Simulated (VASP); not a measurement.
Wanted: the native input for a VASP 6.6.1 run.

* Task: single point
* Functional: LDA
* Potentials or basis: VASP PAW LDA potentials, release 64 (Te, Sn_d)
* Cutoff: 520 eV
* k mesh: 7 × 7 × 7
* Occupations: fermi-dirac, width 0.05 eV
* Spin: no spin polarisation
* Dipole correction: no
* Further INCAR settings: ALGO = Normal; EDIFF = 1e-07; NBANDS = 17

The structure of SnTe lies in POSCAR:

```
SnTe
1.0
    0.0000000000      3.0865288906      3.0865288906
    3.0865288906      0.0000000000      3.0865288906
    3.0865288906      3.0865288906      0.0000000000
Te Sn
1 1
Direct
    0.5000000000      0.5000000000      0.5000000000
    0.0000000000      0.0000000000      0.0000000000
```

This cell differs from its parent crystal: volume scaled by 0.94.

One way to write it, as run:

INCAR

```
SYSTEM = SnTe
PREC     = Accurate       ! precision mode
ENCUT    = 520            ! plane-wave cutoff, eV
EDIFF    = 1E-7           ! SCF threshold, eV
ISMEAR   = -1             ! smearing method
SIGMA    = 0.05           ! smearing width, eV
LREAL    = .FALSE.        ! projectors in reciprocal space
LASPH    = .TRUE.         ! aspherical terms in the spheres
NELM     = 60             ! most SCF steps
ALGO     = Normal         ! electronic algorithm
ISIF     = 2              ! what is computed and relaxed
LWAVE    = .FALSE.        ! write WAVECAR
LCHARG   = .FALSE.        ! write CHGCAR
GGA      = CA             ! functional
NBANDS   = 17             ! bands
```

KPOINTS

```
regular mesh
0
G
  7 7 7
  0 0 0
```

Potentials or basis: VASP PAW LDA potentials, release 64 (Te, Sn_d).

The run is started by

```bash
$ cat potpaw_LDA.64/Te/POTCAR potpaw_LDA.64/Sn_d/POTCAR > POTCAR
$ mpirun -np 1 vasp_std > vasp.out
```

Results of the run:

```json
{
 "Pressure": "1.6 GPa"
}
```

It took 32 s on 1 thread of AMD EPYC 7R13 (shared host), peak memory 0.13 GiB.
